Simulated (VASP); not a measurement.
# Ge (Cmcm) in VASP: further runs

Ge is run at these levels: PBEsol; tasks: single point.

All numbers are computed with VASP 6.6.1; they aren't measurements. Logs are shortened: lines on timing, memory, paths and dates and some standing lists are left out, and cuts for length are marked.

## Step 1: The cell of the first run

The structure is orthorhombic, space group Cmcm (No. 63). Conventional cell: a = 2.976 Å, b = 5.189 Å, c = 4.728 Å, α = 90.00°, β = 90.00°, γ = 90.00°. Within 3.9 Å of Ge (site symmetry m2m) lie 12 Ge at 2.92 to 2.99 Å.

## Step 2: Single point, PBEsol

The input, INCAR:

```
PREC     = Accurate       # precision mode
ENCUT    = 520            # plane-wave cutoff, eV
EDIFF    = 1E-6           # SCF threshold, eV
ISMEAR   = 0              # smearing method
SIGMA    = 0.1            # smearing width, eV
LREAL    = F              # projectors in reciprocal space
LASPH    = T              # aspherical terms in the spheres
NELM     = 80             # most SCF steps
ALGO     = Normal         # electronic algorithm
ISIF     = 2              # what is computed and relaxed
LWAVE    = F              # write WAVECAR
LCHARG   = F              # write CHGCAR
GGA      = PS             # functional
NBANDS   = 21             # bands
```

The input, KPOINTS:

```
regular mesh
0
Gamma
  3 3 2
```

The input, POSCAR:

```
Ge
1.0
    2.9911060000      0.0000000000      0.0000000000
   -1.5105156329      2.5816772893      0.0000000000
    0.0000000000      0.0000000000      4.7275960000
Ge
2
Direct
    0.6665500000      0.3334500000      0.2500000000
    0.3334500000      0.6665500000      0.7500000000
```

Potentials or basis: VASP PAW PBE potentials, release 64 (Ge_d).

Started as:

```sh
$ cat potpaw_PBE.64/Ge_d/POTCAR > POTCAR
$ mpirun -np 1 vasp_std > vasp.out
```

OUTCAR:

```text
PREC = Accurate
   ENCUT = 520
   EDIFF = 1E-6
   ISMEAR = 0
   LREAL = F
   LASPH = T
   NELM = 80
   ISIF = 2
   GGA = PS

 ion  position               nearest neighbor table
   1  0.667  0.333  0.250-
   2  0.333  0.667  0.750-

  LATTYP: Found a base centered orthorhombic cell.
 ALAT       =     2.9761057544
 B/A-ratio  =     1.7436809982
 C/A-ratio  =     1.5885174756

  Lattice vectors:

 A1 = (   2.9911060000,   0.0000000000,   0.0000000000)
 A2 = (  -1.5105156329,   2.5816772893,   0.0000000000)
 A3 = (   0.0000000000,   0.0000000000,   4.7275960000)

Analysis of symmetry for initial positions (statically):
=====================================================================
 Subroutine PRICEL returns:
 Original cell was already a primitive cell.

 Routine SETGRP: Setting up the symmetry group for a
 base centered orthorhombic supercell.

 Subroutine GETGRP returns: Found  8 space group operations
 (whereof  4 operations were pure point group operations)
 out of a pool of  8 trial point group operations.

The static configuration has the point symmetry C_2h.
 The point group associated with its full space group is D_2h.

Analysis of symmetry for dynamics (positions and initial velocities):
=====================================================================
 Subroutine PRICEL returns:
 Original cell was already a primitive cell.

 Routine SETGRP: Setting up the symmetry group for a
 base centered orthorhombic supercell.

 Subroutine GETGRP returns: Found  8 space group operations
 (whereof  4 operations were pure point group operations)
 out of a pool of  8 trial point group operations.

The dynamic configuration has the point symmetry C_2h.
 The point group associated with its full space group is D_2h.

 Subroutine INISYM returns: Found  8 space group operations
 (whereof  4 operations are pure point group operations),
 and found     1 'primitive' translations

----------------------------------------------------------------------------------------

                                     Primitive cell

  volume of cell :      36.5068

  direct lattice vectors                    reciprocal lattice vectors
     2.991106000  0.000000000  0.000000000     0.334324494  0.195610186  0.000000000
    -1.510515633  2.581677289  0.000000000     0.000000000  0.387345081  0.000000000
     0.000000000  0.000000000  4.727596000     0.000000000  0.000000000  0.211523997

  length of vectors
     2.991106000  2.991106000  4.727596000     0.387345081  0.387345081  0.211523997

  position of ions in fractional coordinates (direct lattice)
     0.666550000  0.333450000  0.250000000
     0.333450000  0.666550000  0.750000000

  ion indices of the primitive-cell ions
   primitive index   ion index
                 1           1
                 2           2

----------------------------------------------------------------------------------------

 KPOINTS: regular mesh

Automatic generation of k-mesh.
 Grid dimensions read from file:
 generate k-points for:    3    3    2

 Generating k-lattice:

  Cartesian coordinates                     Fractional coordinates (reciprocal lattice)
     0.111441498  0.065203395  0.000000000     0.333333333 -0.000000000  0.000000000
     0.000000000  0.129115027  0.000000000     0.000000000  0.333333333  0.000000000
     0.000000000  0.000000000  0.105761998     0.000000000  0.000000000  0.500000000

  Length of vectors
     0.129115027  0.129115027  0.105761998

  Shift w.r.t. Gamma in fractional coordinates (k-lattice)
     0.000000000  0.000000000  0.000000000

 Subroutine IBZKPT returns following result:
 ===========================================

 Found      8 irreducible k-points:

 Following reciprocal coordinates:
            Coordinates               Weight
  0.000000  0.000000  0.000000      1.000000
  0.333333 -0.000000  0.000000      4.000000
  0.333333  0.333333  0.000000      2.000000
 -0.333333  0.333333  0.000000      2.000000
  0.000000  0.000000  0.500000      1.000000
  0.333333 -0.000000  0.500000      4.000000
  0.333333  0.333333  0.500000      2.000000
 -0.333333  0.333333  0.500000      2.000000
   k-points           NKPTS =      8   k-points in BZ     NKDIM =      8   number of bands    NBANDS=     21
   number of dos      NEDOS =    301   number of ions     NIONS =      2
   total plane-waves  NPLWV =  20736
   dimension x,y,z NGX =    24 NGY =   24 NGZ =   36
   dimension x,y,z NGXF=    48 NGYF=   48 NGZF=   72
   ions per type =               2
   NGX,Y,Z   is equivalent  to a cutoff of  13.34, 13.34, 12.66 a.u.
   NGXF,Y,Z  is equivalent  to a cutoff of  26.68, 26.68, 25.32 a.u.
 SYSTEM =  unknown system
   PREC   = accura    normal or accurate (medium, high low for compatibility)
   ISTART =      0    job   : 0-new  1-cont  2-samecut
   ICHARG =      2    charge: 1-file 2-atom 10-const
   ISPIN  =      1    spin polarized calculation?
   LNONCOLLINEAR =      F non collinear calculations
   LSORBIT =      F    spin-orbit coupling
   LASPH  =      T    aspherical Exc in radial PAW
   ENCUT  =  520.0 eV  38.22 Ry    6.18 a.u.   5.56  5.56  8.79*2*pi/ulx,y,z
   NELM   =     80;   NELMIN=  2; NELMDL= -5     # of ELM steps
   EDIFF  = 0.1E-05   stopping-criterion for ELM
   LREAL  =      F    real-space projection
   EDIFFG = 0.1E-04   stopping-criterion for IOM
   NSW    =      0    number of steps for IOM
   IBRION =     -1    ionic relax: 0-MD 1-quasi-New 2-CG
   NFREE  =      0    steps in history (QN), initial steepest desc. (CG)
   ISIF   =      2    stress and relaxation
   ISYM   =      2    0-nonsym 1-usesym 2-fastsym
   POTIM  = 0.5000    time-step for ionic-motion
   TEBEG  =    0.0;   TEEND  =   0.0 temperature during run
   PSTRESS=    0.0 pullay stress
   NELECT =      28.0000    total number of electrons
   NUPDOWN=      -1.0000    fix difference up-down
   EMIN   =  10.00;   EMAX   =-10.00  energy-range for DOS
   EFERMI =   0.00;   METHOD = LEGACY
   ISMEAR =     0;   SIGMA  =   0.10  broadening in eV -4-tet -1-fermi 0-gaus
   EFERMI_NEDOS =   21; number of points for ismear=-14 and -15
   IALGO  =     38    algorithm
   IMIX   =      4    mixing-type and parameters
     AMIX     =   0.40;   BMIX     =  1.00
     AMIX_MAG =   1.60;   BMIX_MAG =  1.00
  volume/ion in A,a.u.               =      18.25       123.18
  Fermi-wavevector in a.u.,A,eV,Ry     =   1.498544  2.831837 30.553703  2.245634
  Thomas-Fermi vector in A             =   2.610289
   LORBIT       =      0    0 simple, 1 ext, 2 COOP (PROOUT), +10 PAW based schemes
   GGA     = PS    functional components
   LHFCALC =     F    Hartree Fock is set to
   AEXX    =    0.0000 exact exchange contribution
   IVDW    =     0    specifies the selected vdW correction
   LEPSILON=     F    determine dielectric tensor
   LRPA    =     F    only Hartree local field effects (RPA)
 non-spin polarized calculation
 Gauss-broadening in eV      SIGMA  =   0.10
  energy-cutoff  :      520.00
  volume of cell :       36.51
 maximum number of plane-waves:      1014
 NGX is ok and might be reduce to    24
   NGX = 11   NGY = 11   NGZ = 17

 number of electron      28.0000012 magnetization

 Free energy of the ion-electron system (eV)
  ---------------------------------------------------
  ext. energy  EPLUGINS =         0.00000000
  ---------------------------------------------------
  free energy    TOTEN  =       -10.24856299 eV

  energy without entropy =      -10.23911127  energy(sigma->0) =      -10.24383713

 E-fermi :   6.8515     XC(G=0): -11.6157

 val. band max:        5.3757817688   @ k =   0.3333  -0.0000   0.5000
 cond. band min:       6.8781623745   @ k =   0.3333   0.3333   0.0000
 fundamental gap:      1.5023806057
 Fermi energy:         6.8515075928

 k-point     1 :       0.0000    0.0000    0.0000
  band No.  band energies     occupation
      1     -17.7307      2.00000
      2     -17.7184      2.00000
      3     -17.7034      2.00000
      4     -17.6998      2.00000
      5     -17.6954      2.00000
      6     -17.6942      2.00000
[... 13 lines left out ...]
     20      19.8321      0.00000
     21      21.0854      0.00000

 k-point     2 :       0.3333   -0.0000    0.0000
  band No.  band energies     occupation
      1     -17.7600      2.00000
      2     -17.7278      2.00000
      3     -17.7193      2.00000
      4     -17.7023      2.00000
      5     -17.6838      2.00000
      6     -17.6565      2.00000
[... 13 lines left out ...]
     20      18.6507      0.00000
     21      20.1782      0.00000

 k-point     3 :       0.3333    0.3333    0.0000
  band No.  band energies     occupation
      1     -17.7622      2.00000
      2     -17.7000      2.00000
      3     -17.6970      2.00000
      4     -17.6914      2.00000
      5     -17.6902      2.00000
      6     -17.6686      2.00000
[... 13 lines left out ...]
     20      23.7774      0.00000
     21      24.2289      0.00000

 k-point     4 :      -0.3333    0.3333    0.0000
  band No.  band energies     occupation
      1     -17.7588      2.00000
      2     -17.7297      2.00000
      3     -17.7156      2.00000
      4     -17.7037      2.00000
      5     -17.6846      2.00000
      6     -17.6593      2.00000
[... 13 lines left out ...]
     20      18.7653      0.00000
     21      20.3295      0.00000

 k-point     5 :       0.0000    0.0000    0.5000
  band No.  band energies     occupation
      1     -17.7227      2.00000
      2     -17.7227      2.00000
      3     -17.7137      2.00000
      4     -17.7137      2.00000
      5     -17.7102      2.00000
      6     -17.7102      2.00000
[... 13 lines left out ...]
     20      19.6004      0.00000
     21      20.1976      0.00000

 k-point     6 :       0.3333   -0.0000    0.5000
  band No.  band energies     occupation
      1     -17.7439      2.00000
      2     -17.7439      2.00000
      3     -17.7114      2.00000
      4     -17.7114      2.00000
      5     -17.6732      2.00000
      6     -17.6732      2.00000
[... 13 lines left out ...]
     20      15.4726      0.00000
     21      19.8633      0.00000

 k-point     7 :       0.3333    0.3333    0.5000
  band No.  band energies     occupation
      1     -17.7368      2.00000
      2     -17.7368      2.00000
      3     -17.6897      2.00000
      4     -17.6897      2.00000
      5     -17.6583      2.00000
      6     -17.6583      2.00000
[... 13 lines left out ...]
     20      18.4871      0.00000
     21      18.8429      0.00000

 k-point     8 :      -0.3333    0.3333    0.5000
  band No.  band energies     occupation
      1     -17.7443      2.00000
      2     -17.7443      2.00000
      3     -17.7130      2.00000
      4     -17.7130      2.00000
      5     -17.6702      2.00000
      6     -17.6702      2.00000
[... 13 lines left out ...]
     20      15.5938      0.00000
     21      19.7810      0.00000

------------------------ aborting loop because EDIFF is reached ----------------------------------------

  FORCE on cell =-STRESS in cart. coord.  units (eV):
  Direction    XX          YY          ZZ          XY          YZ          ZX
  --------------------------------------------------------------------------------------
  -------------------------------------------------------------------------------------
  Total        1.1917430      1.2140744     -5.7184185      0.0190837      0.0000000      0.0000000
  in kB       52.3020945     53.2821518   -250.9645659      0.8375258      0.0000000      0.0000000
  external PRESSURE =     -48.4601065 kB  Pullay stress =       0.0000000 kB

 VOLUME and BASIS-vectors are now :
 -----------------------------------------------------------------------------
  energy-cutoff  :      520.00
  volume of cell :       36.51
      direct lattice vectors                 reciprocal lattice vectors
     2.991106000  0.000000000  0.000000000     0.334324494  0.195610186  0.000000000
    -1.510515633  2.581677289  0.000000000     0.000000000  0.387345081  0.000000000
     0.000000000  0.000000000  4.727596000     0.000000000  0.000000000  0.211523997

 POSITION                                       TOTAL-FORCE (eV/Angst)
 -----------------------------------------------------------------------------------
      1.49004      0.86086      1.18190         0.031190     -0.017887      0.000000
     -0.00945      1.72082      3.54570        -0.031190      0.017887      0.000000
 -----------------------------------------------------------------------------------
    total drift:                                0.000000     -0.000000     -0.000000

  FREE ENERGIE OF THE ION-ELECTRON SYSTEM (eV)
  ---------------------------------------------------
  free  energy   TOTEN  =       -10.2485629895 eV

  energy  without entropy=      -10.2391112749  energy(sigma->0) =      -10.24383713
```

Run time: 9.2 s. Hardware: 1 thread of AMD EPYC 7R13, shared host; peak memory 0.12 GiB.

Results:

| Item | Value |
| --- | --- |
| Free energy | -10.2486 eV |
| Pressure | -4.8 GPa |
| Largest force | 0.036 eV/Å |
| Band gap on the k mesh | zero (band 14 reaches 13.50 eV, above the bottom of band 15 at 4.53 eV) |

Forces on the atoms (eV/Å):
```
Ge   0.031 -0.018  0.000
Ge  -0.031  0.018  0.000
```

Levels at points of the mesh, in eV from the Fermi level:
```tsv
k point	band 10	band 11	band 12	band 13	band 14	band 15	band 16	band 17	band 18	band 19
(0.00, 0.00, 0.00)	-24.47	-13.32	-7.42	-5.49	6.64	6.77	8.74	8.86	10.14	11.45
(0.00, 0.00, 0.50)	-24.49	-11.64	-11.64	1.92	1.92	7.79	7.79	7.91	7.91	12.75
```

Caveat: the k points lie up to 0.81 Å⁻¹ apart; the PAW data sets were made with another functional, which shifts forces and pressure a little.

## Step 3: Single point, PBEsol

The input, INCAR:

```
PREC = Accurate ; ENCUT = 520
EDIFF = 1E-6 ; ISMEAR = 0
SIGMA = 0.1 ; LREAL = F
LASPH = T ; NELM = 80
ALGO = Normal ; ISIF = 2
LWAVE = F ; LCHARG = F
GGA = PS ; NBANDS = 21
```

The input, KPOINTS:

```
Automatic mesh
0
Gamma
  4 4 2
```

POSCAR is that of step 2.

Potentials or basis: VASP PAW PBE potentials, release 64 (Ge_d).

Started as:

```sh
$ cat potpaw_PBE.64/Ge_d/POTCAR > POTCAR
$ mpirun -np 1 vasp_std > vasp.out
```

Run time: 14 s. Hardware: 1 thread of AMD EPYC 7R13, shared host; peak memory 0.12 GiB.

Results (log left out):

```
Free energy            : -9.4232 eV
Pressure               : -3.8 GPa
Largest force          : 0.013 eV/Å
Band gap on the k mesh : zero (band 14 reaches 13.50 eV, above the bottom of band 15 at 5.45 eV)
```

Forces on the atoms (eV/Å):
```
Ge  -0.011  0.006  0.000
Ge   0.011 -0.006  0.000
```

Stress tensor (GPa, compression positive):
```
-2.79 -1.30  0.00
-1.30 -4.31  0.00
 0.00  0.00 -4.23
```

Levels at points of the mesh, in eV from the Fermi level:
```csv
k point,band 11,band 12,band 13,band 14,band 15,band 16,band 17,band 18
"(0.00, 0.00, 0.00)",-12.92,-7.02,-5.08,7.05,7.16,9.15,9.26,10.55
"(0.50, 0.00, 0.00)",-7.99,-6.65,-1.82,-0.80,-0.44,1.89,2.89,6.90
"(0.50, 0.50, 0.00)",-8.06,-6.69,-1.85,-0.82,-0.50,1.85,3.04,7.04
"(0.00, 0.00, 0.50)",-11.24,-11.24,2.33,2.33,8.20,8.20,8.30,8.30
"(0.50, 0.00, 0.50)",-6.54,-6.54,-4.47,-4.47,4.56,4.56,5.52,5.52
"(0.50, 0.50, 0.50)",-6.62,-6.62,-4.50,-4.50,4.71,4.71,5.54,5.54
```

Caveat: the k points lie up to 0.66 Å⁻¹ apart; the PAW data sets were made with another functional, which shifts forces and pressure a little.

[end of part 1 of 3]
